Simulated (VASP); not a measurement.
# Na (Im-3m) in VASP: further runs

The runs below take Na through relaxation of cell and atoms, with LDA.

All numbers are computed with VASP 6.6.1; they aren't measurements. Logs are shortened: lines on timing, memory, paths and dates and some standing lists are left out, and cuts for length are marked.

### Step 1. The cell of the first run

It takes space group Im-3m (No. 229, cubic). The conventional cell has a = 4.053 Å, b = 4.053 Å, c = 4.053 Å, α = 90.00°, β = 90.00°, γ = 90.00°. Within 4.6 Å of Na (site symmetry m-3m) lie 14 Na at 3.51 to 4.05 Å.

### Step 2. Relaxation of cell and atoms, LDA

The input, INCAR:

```
PREC = Accurate ; ENCUT = 600
EDIFF = 1E-6 ; ISMEAR = 0
SIGMA = 0.1 ; LREAL = False
LASPH = True ; NELM = 80
ALGO = Normal ; ISIF = 3
LWAVE = False ; LCHARG = False
IBRION = 2 ; NSW = 100
EDIFFG = -0.002
```

The input, KPOINTS:

```
regular mesh
0
Gamma
  20 20 20
```

The input, POSCAR:

```
Na
1.0
   -2.0266194270      2.0266194270      2.0266194270
    2.0266194270     -2.0266194270      2.0266194270
    2.0266194270      2.0266194270     -2.0266194270
Na
1
Direct
    0.0000000000      0.0000000000      0.0000000000
```

Potentials or basis: VASP PAW LDA potentials, release 64 (Na_pv).

Launch:

```
cat potpaw_LDA.64/Na_pv/POTCAR > POTCAR
mpirun -np 1 vasp_std > vasp.out
```

OUTCAR:

```text
PREC = Accurate
   ENCUT = 600
   EDIFF = 1E-6
   ISMEAR = 0
   LREAL = False
   LASPH = True
   NELM = 80
   ISIF = 3
   IBRION = 2
   NSW = 100
   EDIFFG = -0.002

 ion  position               nearest neighbor table
   1  0.000  0.000  0.000-

  LATTYP: Found a body centered cubic cell.
 ALAT       =     4.0532388540

  Lattice vectors:

 A1 = (  -2.0266194270,   2.0266194270,   2.0266194270)
 A2 = (   2.0266194270,  -2.0266194270,   2.0266194270)
 A3 = (   2.0266194270,   2.0266194270,  -2.0266194270)

Analysis of symmetry for initial positions (statically):
=====================================================================
 Subroutine PRICEL returns:
 Original cell was already a primitive cell.

 Routine SETGRP: Setting up the symmetry group for a
 body centered cubic supercell.

 Subroutine GETGRP returns: Found 48 space group operations
 (whereof 48 operations were pure point group operations)
 out of a pool of 48 trial point group operations.

The static configuration has the point symmetry O_h .

Analysis of symmetry for dynamics (positions and initial velocities):
=====================================================================
 Subroutine PRICEL returns:
 Original cell was already a primitive cell.

 Routine SETGRP: Setting up the symmetry group for a
 body centered cubic supercell.

 Subroutine GETGRP returns: Found 48 space group operations
 (whereof 48 operations were pure point group operations)
 out of a pool of 48 trial point group operations.

The dynamic configuration has the point symmetry O_h .

 Subroutine INISYM returns: Found 48 space group operations
 (whereof 48 operations are pure point group operations),
 and found     1 'primitive' translations

----------------------------------------------------------------------------------------

                                     Primitive cell

  volume of cell :      33.2948

  direct lattice vectors                    reciprocal lattice vectors
    -2.026619427  2.026619427  2.026619427     0.000000000  0.246716277  0.246716277
     2.026619427 -2.026619427  2.026619427     0.246716277  0.000000000  0.246716277
     2.026619427  2.026619427 -2.026619427     0.246716277  0.246716277  0.000000000

  length of vectors
     3.510207815  3.510207815  3.510207815     0.348909505  0.348909505  0.348909505

[... 84 lines left out ...]
   ISIF   =      3    stress and relaxation
   ISYM   =      2    0-nonsym 1-usesym 2-fastsym
   POTIM  = 0.5000    time-step for ionic-motion
   TEBEG  =    0.0;   TEEND  =   0.0 temperature during run
   PSTRESS=    0.0 pullay stress
   NELECT =       7.0000    total number of electrons
   NUPDOWN=      -1.0000    fix difference up-down
   EMIN   =  10.00;   EMAX   =-10.00  energy-range for DOS
   EFERMI =   0.00;   METHOD = LEGACY
   ISMEAR =     0;   SIGMA  =   0.10  broadening in eV -4-tet -1-fermi 0-gaus
   EFERMI_NEDOS =   21; number of points for ismear=-14 and -15
   IALGO  =     38    algorithm
   IMIX   =      4    mixing-type and parameters
     AMIX     =   0.40;   BMIX     =  1.00
     AMIX_MAG =   1.60;   BMIX_MAG =  1.00
  volume/ion in A,a.u.               =      33.29       224.68
  Fermi-wavevector in a.u.,A,eV,Ry     =   0.973454  1.839561 12.893046  0.947612
  Thomas-Fermi vector in A             =   2.103834
   LORBIT       =      0    0 simple, 1 ext, 2 COOP (PROOUT), +10 PAW based schemes
   GGA     = CA    functional components
   LHFCALC =     F    Hartree Fock is set to
   AEXX    =    0.0000 exact exchange contribution
   IVDW    =     0    specifies the selected vdW correction
   LEPSILON=     F    determine dielectric tensor
   LRPA    =     F    only Hartree local field effects (RPA)
 conjugate gradient relaxation of ions
 non-spin polarized calculation
 Gauss-broadening in eV      SIGMA  =   0.10
  energy-cutoff  :      600.00
  volume of cell :       33.29
 maximum number of plane-waves:      1144
   NGX = 13   NGY = 13   NGZ = 13

--------------------------------------- Ionic step        1  -------------------------------------------

 number of electron       7.0000010 magnetization

 Free energy of the ion-electron system (eV)
  ---------------------------------------------------
  ext. energy  EPLUGINS =         0.00000000
  ---------------------------------------------------
  free energy    TOTEN  =        -1.45582437 eV

  energy without entropy =       -1.45376955  energy(sigma->0) =       -1.45479696

------------------------ aborting loop because EDIFF is reached ----------------------------------------

  FORCE on cell =-STRESS in cart. coord.  units (eV):
  Direction    XX          YY          ZZ          XY          YZ          ZX
  --------------------------------------------------------------------------------------
  -------------------------------------------------------------------------------------
  Total       -0.0079254     -0.0079254     -0.0079254     -0.0000000      0.0000000      0.0000000
  in kB       -0.3813787     -0.3813787     -0.3813787     -0.0000000      0.0000000      0.0000000
  external PRESSURE =      -0.3813787 kB  Pullay stress =       0.0000000 kB
[... 232 lines left out ...]
--------------------------------------- Ionic step        8  -------------------------------------------

 number of electron       7.0000009 magnetization

 Free energy of the ion-electron system (eV)
  ---------------------------------------------------
  ext. energy  EPLUGINS =         0.00000000
  ---------------------------------------------------
  free energy    TOTEN  =        -1.45582801 eV

  energy without entropy =       -1.45377461  energy(sigma->0) =       -1.45480131

 E-fermi :   0.4747     XC(G=0):  -7.0403

 val. band max:        0.4471501390   @ k =  -0.3000   0.4000   0.2000
 cond. band min:       0.4872073110   @ k =   0.3500   0.1000   0.0500
 fundamental gap:      0.0400571721
 Fermi energy:         0.4747065127

 k-point     1 :       0.0000    0.0000    0.0000
  band No.  band energies     occupation
      1     -24.3828      2.00000
      2     -24.3828      2.00000
      3     -24.3828      2.00000
      4      -3.0392      2.00000
      5      12.8281      0.00000
      6      12.8281      0.00000
      7      12.8281      0.00000
[... 221 lines left out ...]
 k-point    24 :       0.2500    0.1000   -0.0000
  band No.  band energies     occupation
      1     -24.4186      2.00000
      2     -24.3948      2.00000
      3     -24.3846      2.00000
      4      -1.2176      2.00000
      5       5.7671      0.00000
      6       8.3195      0.00000
      7      10.3261      0.00000

 [... further k-points ...]
[... 5 lines left out ...]
  --------------------------------------------------------------------------------------
  -------------------------------------------------------------------------------------
  Total       -0.0001256     -0.0001256     -0.0001256      0.0000000      0.0000000     -0.0000000
  in kB       -0.0060532     -0.0060532     -0.0060532      0.0000000      0.0000000     -0.0000000
  external PRESSURE =      -0.0060532 kB  Pullay stress =       0.0000000 kB
[... 16 lines left out ...]
  FREE ENERGIE OF THE ION-ELECTRON SYSTEM (eV)
  ---------------------------------------------------
  free  energy   TOTEN  =        -1.4558280077 eV

  energy  without entropy=       -1.4537746100  energy(sigma->0) =       -1.45480131

 reached required accuracy - stopping structural energy minimisation
```

CONTCAR:

```text
Na
   1.00000000000000
    -2.0257630209784487    2.0257630209784487    2.0257630209784487
     2.0257630209784487   -2.0257630209784487    2.0257630209784487
     2.0257630209784487    2.0257630209784487   -2.0257630209784487
  Na
     1
Direct
     0.0000000000000000    0.0000000000000000    0.0000000000000000

  0.00000000E+00  0.00000000E+00  0.00000000E+00
```

Wall time 66 s (1 thread of Oxide Virtual Turin-like, shared host); peak memory 0.15 GiB.

Results:

- Free energy: -1.4558 eV
- Relaxed volume: 33.25 Å³/atom
- Relaxed cell: a = 3.509 Å, b = 3.509 Å, c = 3.509 Å, α = 109.47°, β = 109.47°, γ = 109.47°
- Space group after relaxing (to 0.05 Å): Im-3m (No. 229)
- Energy gained by relaxing: 0.0 meV/atom
- Ionic steps: 8
- Pressure after relaxing: 0.0 GPa

Final structure:
```
Na
1.0
    -2.02576    2.02576    2.02576
     2.02576   -2.02576    2.02576
     2.02576    2.02576   -2.02576
Na
1
Direct
  0.00000 0.00000 0.00000
```

Levels at points of the mesh, in eV from the Fermi level:
| k point | band 1 | band 2 | band 3 | band 4 | band 5 | band 6 | band 7 |
| --- | --- | --- | --- | --- | --- | --- | --- |
| (0.00, 0.00, 0.00) | -24.86 | -24.86 | -24.86 | -3.51 | 12.35 | 12.35 | 12.35 |
| (0.50, 0.00, 0.00) | -24.91 | -24.88 | -24.86 | 0.81 | 1.31 | 8.65 | 9.79 |
| (0.50, 0.50, 0.50) | -24.90 | -24.90 | -24.90 | 4.76 | 4.76 | 5.23 | 5.23 |

### Step 3. Relaxation of cell and atoms, LDA

The input, INCAR:

```
  ALGO = Fast
  EDIFF = 1E-6
  EDIFFG = -0.001
  ENCUT = 600
  GGA = CA
  IBRION = 2
  ISIF = 3
  ISMEAR = -1
  LASPH = True
  LCHARG = False
  LREAL = False
  LWAVE = False
  NELM = 100
  NSW = 80
  PREC = Accurate
  SIGMA = 0.15
```

The input, KPOINTS:

```
k-points
0
Gamma
  20 20 20
```

POSCAR is that of step 2.

Potentials or basis: VASP PAW LDA potentials, release 64 (Na_pv).

Launch:

```
cat potpaw_LDA.64/Na_pv/POTCAR > POTCAR
mpirun -np 1 vasp_std > vasp.out
```

It took 80 s on 1 thread of Oxide Virtual Turin-like, shared host; peak memory 0.15 GiB.

Results (log left out):

```yaml
Free_energy: -1.4709 eV
Relaxed_volume: 33.32 Å³/atom
Relaxed_cell: a = 3.511 Å, b = 3.511 Å, c = 3.511 Å, α = 109.47°, β = 109.47°, γ = 109.47°
Space_group_after_relaxing_to_0.05_Å: Im-3m (No. 229)
Energy_gained_by_relaxing: 0.0 meV/atom
Ionic_steps: 2
Pressure_after_relaxing: 0.0 GPa
```

Final structure:
```
CELL_PARAMETERS angstrom
-2.02711 2.02711 2.02711
2.02711 -2.02711 2.02711
2.02711 2.02711 -2.02711
ATOMIC_POSITIONS crystal
Na 0.00000 0.00000 0.00000
```

Levels at points of the mesh, in eV from the Fermi level:
```tsv
k point	band 1	band 2	band 3	band 4	band 5	band 6
(0.00, 0.00, 0.00)	-24.86	-24.86	-24.86	-3.51	12.34	12.34
(0.50, 0.00, 0.00)	-24.92	-24.88	-24.86	0.81	1.30	8.64
(0.50, 0.50, 0.50)	-24.90	-24.90	-24.90	4.75	4.75	5.22
```

### Step 4. Relaxation of cell and atoms, LDA

This run uses another cell than the first one, of 37.98 Å³/atom, 1.141 times its volume.

The input, INCAR:

```
ALGO = Normal
EDIFF = 1E-6
EDIFFG = -0.002
ENCUT = 600
GGA = CA
IBRION = 2
ISIF = 3
ISMEAR = 0
LASPH = True
LCHARG = False
LREAL = False
LWAVE = False
NELM = 80
NSW = 100
PREC = Accurate
SIGMA = 0.1
```

KPOINTS is that of step 3.

The input, POSCAR:

```
Na
1.0
   -2.1175000000      2.1175000000      2.1175000000
    2.1175000000     -2.1175000000      2.1175000000
    2.1175000000      2.1175000000     -2.1175000000
Na
1
Direct
    0.0000000000      0.0000000000      0.0000000000
```

Launch:

```
cat potpaw_LDA.64/Na_pv/POTCAR > POTCAR
mpirun -np 1 vasp_std > vasp.out
```

It took 2.2 min on 1 thread of Oxide Virtual Turin-like, shared host; peak memory 0.17 GiB.

The run converged. Its results:

* Free energy: -1.4563 eV
* Relaxed volume: 33.14 Å³/atom
* Relaxed cell: a = 3.505 Å, b = 3.505 Å, c = 3.505 Å, α = 109.47°, β = 109.47°, γ = 109.47°
* Space group after relaxing (to 0.05 Å): Im-3m (No. 229)
* Energy gained by relaxing: 16.0 meV/atom
* Ionic steps: 7
* Pressure after relaxing: 0.0 GPa

Step by step:
| step | energy change (eV) | largest force (eV/Å) | pressure (GPa) | volume (Å³) |
| --- | --- | --- | --- | --- |
| 1 | 0.0000 | 0.0000 | -0.96 | 37.98 |
| 2 | -0.0067 | 0.0000 | -0.79 | 36.74 |
| 3 | -0.0160 | 0.0000 | -0.04 | 33.18 |
| 4 | -0.0160 | 0.0000 | 0.10 | 33.01 |
| 5 | -0.0160 | 0.0000 | -0.05 | 33.17 |
| 6 | -0.0160 | 0.0000 | 0.04 | 33.12 |
| 7 | -0.0160 | 0.0000 | 0.00 | 33.14 |

Final structure:
```
Na
1.0
    -2.02346    2.02346    2.02346
     2.02346   -2.02346    2.02346
     2.02346    2.02346   -2.02346
Na
1
Direct
  0.00000 0.00000 0.00000
```

Levels at points of the mesh, in eV from the Fermi level:
```csv
k point,band 1,band 2,band 3,band 4,band 5,band 6,band 7
"(0.00, 0.00, 0.00)",-24.86,-24.86,-24.86,-3.52,12.38,12.38,12.38
"(0.50, 0.00, 0.00)",-24.91,-24.87,-24.86,0.81,1.31,8.67,9.81
"(0.50, 0.50, 0.50)",-24.89,-24.89,-24.89,4.77,4.77,5.25,5.25
```

Caveat: the volume moved by -13 % from the deposited cell, more than functionals usually miss. Zero-point motion and thermal expansion aren't in these numbers.

### Step 5. Overview

```tsv
cell	smearing	gap on the mesh (eV)	pressure (GPa)	relaxed volume (Å³/atom)
relaxed from a = 3.510 Å, angles 109.5°, 1 atom	gaussian 0.1 eV	none	0.0	33.25
relaxed from a = 3.510 Å, angles 109.5°, 1 atom	fermi-dirac 0.15 eV	none	0.0	33.32
relaxed from a = 3.668 Å, angles 109.5°, 1 atom	gaussian 0.1 eV	none	0.0	33.14
```

Alike in all rows: task relaxation of cell and atoms; level LDA; potentials or basis VASP PAW LDA potentials, release 64 (Na_pv); no spin polarisation; k mesh 20 × 20 × 20; cutoff (eV) 600.

Caveats: the volume moved by -13 % from the deposited cell, more than functionals usually miss (some runs).

Total energies depend on the potentials used, so only differences within one code and one set of settings carry meaning.
